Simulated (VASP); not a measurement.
# Cs (Fm-3m) in VASP: notebook

The runs below take Cs through single point, with PBEsol.

Program: VASP 6.6.1. These are calculated values, not measurements. Logs are shortened: lines on timing, memory, paths and dates and some standing lists are left out, and cuts for length are marked.

## 1. The cell of the first run

It takes space group Fm-3m (No. 225, cubic). Conventional cell: a = 7.897 Å, b = 7.897 Å, c = 7.897 Å, α = 90.00°, β = 90.00°, γ = 90.00°.

This isn't the form of Cs at room conditions, which is bcc.

## 2. Single point, PBEsol

Input file INCAR:

```
SYSTEM = Cs
  PREC = Accurate
  ENCUT = 520
  EDIFF = 1E-7
  ISMEAR = 0
  SIGMA = 0.15
  LREAL = .False.
  LASPH = .True.
  NELM = 80
  ALGO = Normal
  ISIF = 2
  LWAVE = .False.
  LCHARG = .True.
  GGA = PS
  LELF = .True.
  LVHAR = .True.
  NBANDS = 10
```

Input file KPOINTS:

```
regular mesh
0
Gamma
  10 10 10
  0 0 0
```

Input file POSCAR:

```
Cs
1.0
    0.0000000000      3.9483357400      3.9483357400
    3.9483357400      0.0000000000      3.9483357400
    3.9483357400      3.9483357400      0.0000000000
Cs
1
Direct
    0.0000000000      0.0000000000      0.0000000000
```

Potentials or basis: VASP PAW PBE potentials, release 64 (Cs_sv).

Launch:

```sh
> cat potpaw_PBE.64/Cs_sv/POTCAR > POTCAR
> mpirun -np 1 vasp_std > vasp.out
```

OUTCAR:

```text
SYSTEM = Cs
   PREC = Accurate
   ENCUT = 520
   EDIFF = 1E-7
   ISMEAR = 0
   LREAL = .False.
   LASPH = .True.
   NELM = 80
   ISIF = 2
   GGA = PS

 ion  position               nearest neighbor table
   1  0.000  0.000  0.000-

  LATTYP: Found a face centered cubic cell.
 ALAT       =     7.8966714800

  Lattice vectors:

 A1 = (   0.0000000000,   3.9483357400,   3.9483357400)
 A2 = (   3.9483357400,   0.0000000000,   3.9483357400)
 A3 = (   3.9483357400,   3.9483357400,   0.0000000000)

Analysis of symmetry for initial positions (statically):
=====================================================================
 Subroutine PRICEL returns:
 Original cell was already a primitive cell.

 Routine SETGRP: Setting up the symmetry group for a
 face centered cubic supercell.

 Subroutine GETGRP returns: Found 48 space group operations
 (whereof 48 operations were pure point group operations)
 out of a pool of 48 trial point group operations.

The static configuration has the point symmetry O_h .

Analysis of symmetry for dynamics (positions and initial velocities):
=====================================================================
 Subroutine PRICEL returns:
 Original cell was already a primitive cell.

 Routine SETGRP: Setting up the symmetry group for a
 face centered cubic supercell.

 Subroutine GETGRP returns: Found 48 space group operations
 (whereof 48 operations were pure point group operations)
 out of a pool of 48 trial point group operations.

The dynamic configuration has the point symmetry O_h .

 Subroutine INISYM returns: Found 48 space group operations
 (whereof 48 operations are pure point group operations),
 and found     1 'primitive' translations

----------------------------------------------------------------------------------------

                                     Primitive cell

  volume of cell :     123.1040

  direct lattice vectors                    reciprocal lattice vectors
     0.000000000  3.948335740  3.948335740    -0.126635634  0.126635634  0.126635634
     3.948335740  0.000000000  3.948335740     0.126635634 -0.126635634  0.126635634
     3.948335740  3.948335740  0.000000000     0.126635634  0.126635634 -0.126635634

  length of vectors
     5.583789952  5.583789952  5.583789952     0.219339352  0.219339352  0.219339352

  position of ions in fractional coordinates (direct lattice)
     0.000000000  0.000000000  0.000000000
[... 80 lines left out ...]
   IBRION =     -1    ionic relax: 0-MD 1-quasi-New 2-CG
   NFREE  =      0    steps in history (QN), initial steepest desc. (CG)
   ISIF   =      2    stress and relaxation
   ISYM   =      2    0-nonsym 1-usesym 2-fastsym
   POTIM  = 0.5000    time-step for ionic-motion
   TEBEG  =    0.0;   TEEND  =   0.0 temperature during run
   PSTRESS=    0.0 pullay stress
   NELECT =       9.0000    total number of electrons
   NUPDOWN=      -1.0000    fix difference up-down
   EMIN   =  10.00;   EMAX   =-10.00  energy-range for DOS
   EFERMI =   0.00;   METHOD = LEGACY
   ISMEAR =     0;   SIGMA  =   0.15  broadening in eV -4-tet -1-fermi 0-gaus
   EFERMI_NEDOS =   21; number of points for ismear=-14 and -15
   IALGO  =     38    algorithm
   IMIX   =      4    mixing-type and parameters
     AMIX     =   0.40;   BMIX     =  1.00
     AMIX_MAG =   1.60;   BMIX_MAG =  1.00
  volume/ion in A,a.u.               =     123.10       830.75
  Fermi-wavevector in a.u.,A,eV,Ry     =   0.684539  1.293591  6.375605  0.468594
  Thomas-Fermi vector in A             =   1.764221
   LORBIT       =      0    0 simple, 1 ext, 2 COOP (PROOUT), +10 PAW based schemes
   GGA     = PS    functional components
   LHFCALC =     F    Hartree Fock is set to
   AEXX    =    0.0000 exact exchange contribution
   IVDW    =     0    specifies the selected vdW correction
   LEPSILON=     F    determine dielectric tensor
   LRPA    =     F    only Hartree local field effects (RPA)
 non-spin polarized calculation
 Gauss-broadening in eV      SIGMA  =   0.15
  energy-cutoff  :      520.00
  volume of cell :      123.10
 maximum number of plane-waves:      3339
 NGX is ok and might be reduce to    42
   NGX = 21   NGY = 21   NGZ = 21

 number of electron       9.0000001 magnetization

 Free energy of the ion-electron system (eV)
  ---------------------------------------------------
  ext. energy  EPLUGINS =         0.00000000
  ---------------------------------------------------
  free energy    TOTEN  =        -0.93963943 eV

  energy without entropy =       -0.92453524  energy(sigma->0) =       -0.93208733

 E-fermi :   0.2032     XC(G=0):  -5.3020

 val. band max:        0.2014739634   @ k =   0.5000   0.0000   0.0000
 cond. band min:       0.2140211911   @ k =   0.5000   0.3000   0.1000
 fundamental gap:      0.0125472278
 Fermi energy:         0.2032013765

 k-point     1 :       0.0000    0.0000    0.0000
  band No.  band energies     occupation
      1     -23.6699      2.00000
      2     -10.3997      2.00000
      3     -10.3997      2.00000
      4     -10.3997      2.00000
      5      -1.3984      2.00000
      6       2.6339      0.00000
      7       2.6339      0.00000
      8       2.6339      0.00000
      9       3.6638      0.00000
     10       3.6638      0.00000
[... 287 lines left out ...]
 k-point    24 :       0.4000    0.3000    0.0000
  band No.  band energies     occupation
      1     -23.6654      2.00000
      2     -10.4819      2.00000
      3     -10.4335      2.00000
      4     -10.4301      2.00000
      5       0.0151      1.92378
      6       1.4635      0.00000
      7       1.8285      0.00000
      8       3.2666      0.00000
      9       3.4327      0.00000
     10       4.3342      0.00000

 [... further k-points ...]

------------------------ aborting loop because EDIFF is reached ----------------------------------------

  FORCE on cell =-STRESS in cart. coord.  units (eV):
  Direction    XX          YY          ZZ          XY          YZ          ZX
  --------------------------------------------------------------------------------------
  -------------------------------------------------------------------------------------
  Total       -0.1580469     -0.1580469     -0.1580469      0.0000000      0.0000000     -0.0000000
  in kB       -2.0569527     -2.0569527     -2.0569527      0.0000000      0.0000000     -0.0000000
  external PRESSURE =      -2.0569527 kB  Pullay stress =       0.0000000 kB

 VOLUME and BASIS-vectors are now :
 -----------------------------------------------------------------------------
  energy-cutoff  :      520.00
  volume of cell :      123.10
      direct lattice vectors                 reciprocal lattice vectors
     0.000000000  3.948335740  3.948335740    -0.126635634  0.126635634  0.126635634
     3.948335740  0.000000000  3.948335740     0.126635634 -0.126635634  0.126635634
     3.948335740  3.948335740  0.000000000     0.126635634  0.126635634 -0.126635634

 POSITION                                       TOTAL-FORCE (eV/Angst)
 -----------------------------------------------------------------------------------
      0.00000      0.00000      0.00000         0.000000      0.000000      0.000000
 -----------------------------------------------------------------------------------
    total drift:                               -0.000000      0.000000      0.000000

  FREE ENERGIE OF THE ION-ELECTRON SYSTEM (eV)
  ---------------------------------------------------
  free  energy   TOTEN  =        -0.9396394255 eV

  energy  without entropy=       -0.9245352415  energy(sigma->0) =       -0.93208733
```

stdout:

```text
POSCAR found type information on POSCAR Cs
 POSCAR found :  1 types and       1 ions
 scaLAPACK will be used
 -----------------------------------------------------------------------------
|                                                                             |
|                                                                             |
|     You enforced a specific xc type in the INCAR file but a different       |
|     I HOPE YOU KNOW WHAT YOU ARE DOING!                                     |
|                                                                             |
 -----------------------------------------------------------------------------

 LDA part: xc-table for (Slater+PW92), standard interpolation
 POSCAR, INCAR and KPOINTS ok, starting setup
 FFT: planning ... GRIDC
 FFT: planning ... GRID_SOFT
 FFT: planning ... GRID
 WAVECAR not read
 entering main loop
```

Wall time 59 s (1 thread of Intel Xeon 8259CL, shared host); peak memory 0.27 GiB.

Results:

* Free energy: -0.9396 eV
* Pressure: -0.2 GPa
* Band gap on the k mesh: zero (an odd number of electrons rules out a gap without spin polarisation)

Caveat: the PAW data sets were made with another functional, which shifts forces and pressure a little; spin-orbit coupling is left out, which moves the levels of the heavy elements.

## 3. Single point, PBEsol

Input file INCAR:

```
SYSTEM = Cs
ALGO = Normal
EDIFF = 1E-7
ENCUT = 520
GGA = PS
ISIF = 2
ISMEAR = 0
LASPH = .TRUE.
LCHARG = .FALSE.
LREAL = .FALSE.
LWAVE = .FALSE.
NBANDS = 10
NELM = 60
PREC = Accurate
SIGMA = 0.15
```

Input file KPOINTS:

```
k-points
0
G
  12 12 12
  0 0 0
```

POSCAR is that of step 2.

Potentials or basis: VASP PAW PBE potentials, release 64 (Cs_sv).

Launch:

```sh
> cat potpaw_PBE.64/Cs_sv/POTCAR > POTCAR
> mpirun -np 1 vasp_std > vasp.out
```

Wall time 86 s (1 thread of Intel Xeon 8259CL, shared host); peak memory 0.29 GiB.

Results (log left out):

| Property | Result |
| --- | --- |
| Free energy | -0.9400 eV |
| Pressure | -0.2 GPa |
| Band gap on the k mesh | zero (an odd number of electrons rules out a gap without spin polarisation) |

Levels at points of the mesh, in eV from the Fermi level:
| k point | band 2 | band 3 | band 4 | band 5 | band 6 | band 7 | band 8 | band 9 |
| --- | --- | --- | --- | --- | --- | --- | --- | --- |
| (0.00, 0.00, 0.00) | -10.61 | -10.61 | -10.61 | -1.61 | 2.42 | 2.42 | 2.42 | 3.45 |
| (0.50, 0.00, 0.00) | -10.72 | -10.62 | -10.62 | -0.01 | 0.71 | 2.29 | 2.29 | 4.20 |
| (0.50, 0.50, 0.00) | -10.71 | -10.65 | -10.65 | 0.32 | 1.09 | 1.33 | 3.82 | 3.82 |

Caveat: the PAW data sets were made with another functional, which shifts forces and pressure a little; spin-orbit coupling is left out, which moves the levels of the heavy elements.
